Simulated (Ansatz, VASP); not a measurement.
This is a calculation of Ge for VASP 6.6.1.

The input INCAR:

```
SYSTEM = Ge
PREC = Accurate
ENCUT = 600
EDIFF = 1E-6
ISMEAR = -1
SIGMA = 0.05
LREAL = .False.
LASPH = .True.
NELM = 60
ALGO = Normal
ISIF = 3
LWAVE = .False.
LCHARG = .False.
GGA = B5
ALDAX = 1.0
AGGAX = 1.0
AGGAC = 1.0
ALDAC = 0.0
IVDW = 13
VDW_S6 = 1.0
VDW_S8 = 2.34076671
VDW_A1 = 0.44488865
VDW_A2 = 4.0933009
IBRION = 2
NSW = 60
EDIFFG = -0.01
```

The input KPOINTS:

```
Automatic mesh
0
Gamma
  10 10 6
  0 0 0
```

Contents of POSCAR:

```
Ge
1.0
    1.4880529250     -2.5946896100      0.0000000000
    1.4880529250      2.5946896100      0.0000000000
    0.0000000000      0.0000000000      4.7275957900
Ge
2
Direct
    0.3334466300      0.6665533700      0.2500000000
    0.6665533700      0.3334466300      0.7500000000
```

Potentials or basis: VASP PAW PBE potentials, release 64 (Ge_d).

Command:

```sh
$ cat potpaw_PBE.64/Ge_d/POTCAR > POTCAR
$ mpirun -np 1 vasp_std > vasp.out
```

Question: Translate it to Ansatz 0.2.0. Potentials there: Ansatz PAW.

Answer: As run (the cutoff follows the program's own potentials):

Contents of input.yaml:

```yaml
crystal:
  lattice:
    - [1.488052925, -2.59468961, 0.0]
    - [1.488052925, 2.59468961, 0.0]
    - [0.0, 0.0, 4.72759579]
  atoms:
    - { symbol: Ge, position: [0.33344663, 0.66655337, 0.25] }
    - { symbol: Ge, position: [0.66655337, 0.33344663, 0.75] }
hamiltonian:
  xc: blyp
  pseudopotentials: { kind: paw }
  dispersion: d4
kpoints:
  mp_grid: { grid: [10, 10, 6] }
scf:
  occupations: { method: fermi_dirac, width: 0.05 }
output:
  forces: true
  stress: true
  eigenvalues: true
relax:
  f_tol: 0.01
  max_steps: 40
  cell: { stress_tol: 0.05 }
```

Potentials or basis: Ansatz PAW.

Command:

```sh
$ ansatz run input.yaml --threads 2 --pin off --max-ram 5632MiB --backend cpu --events-out ev --progress --plain --runs-dir out
```

Both were run:

|  | VASP | Ansatz | Ansatz less VASP |
| --- | --- | --- | --- |
| gap on the k mesh at the Fermi level, each at its own relaxed structure (eV) | none | none | - |
| relaxed volume (Å³/atom) | 20.94 | 22.42 | +1.477 |
| relaxed length of the cell vector where the two differ most in proportion (Å) | 5.054 | 5.183 | +0.1286 |

VASP's potentials were made for PBE, not for BLYP. A gap of «none» marks a metal or a gap that the smearing closes.

Noted on Ansatz's run: the volume moved by over 15 % at a fixed basis, so the end points are rough; the plane-wave basis is chosen anew once the cell has moved, so the energies of steps on either side of that aren't comparable.
